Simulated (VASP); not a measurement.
Here is a VASP 6.6.1 calculation.

INCAR

```
SYSTEM = Ca
ALGO = Normal
EDIFF = 1E-6
ENCUT = 520
GGA = PS
ISIF = 2
ISMEAR = -1
LASPH = .True.
LCHARG = .False.
LREAL = .False.
LWAVE = .False.
NBANDS = 11
NELM = 100
PREC = Accurate
SIGMA = 0.08
```

KPOINTS

```
k-points
0
Gamma
  18 18 18
  0 0 0
```

The input POSCAR:

```
Ca
1.0
    0.0000000000      2.5010131148      2.5010131148
    2.5010131148      0.0000000000      2.5010131148
    2.5010131148      2.5010131148      0.0000000000
Ca
1
Direct
    0.0000000000      0.0000000000      0.0000000000
```

Potentials or basis: VASP PAW PBE potentials, release 64 (Ca_sv).

Run with:

```sh
$ cat potpaw_PBE.64/Ca_sv/POTCAR > POTCAR
$ mpirun -np 1 vasp_std > vasp.out
```

**Question.** Estimate the pressure.

**Answer.** 7.0 GPa.

Caveat: the cell stands under pressure; the PAW data sets were made with another functional, which shifts forces and pressure a little.
